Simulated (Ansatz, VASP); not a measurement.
Two plane-wave programs on Li2O

```xyz
3
Lattice="0.0000 2.3095 2.3095 2.3095 0.0000 2.3095 2.3095 2.3095 0.0000" Properties=species:S:1:pos:R:3 pbc="T T T"
Li    1.1547    1.1547    1.1547
Li    3.4642    3.4642    3.4642
O     0.0000    0.0000    0.0000
```

Alike in both runs: task single point; functional LDA; k mesh 10 × 10 × 10; occupations gaussian, width 0.05 eV; no spin polarisation.

|  | VASP | Ansatz |
| --- | --- | --- |
| version | VASP 6.6.1 | Ansatz 0.2.0 |
| potentials or method | VASP PAW LDA potentials, release 64 (Li_sv, O) | scalar-relativistic, plane waves, PAW |
| plane-wave cutoff (eV) | 750 | 420 |
| valence electrons in the cell | 12 | 12 |

|  | VASP | Ansatz | Ansatz less VASP |
| --- | --- | --- | --- |
| gap on the k mesh at the Fermi level (eV) | 4.80 | 4.81 | +0.009 |
| pressure (GPa) | -6.8 | -6.6 | +0.25 |

LDA's correlation is that of Perdew and Zunger in VASP and of Perdew and Wang (1992) in Ansatz.
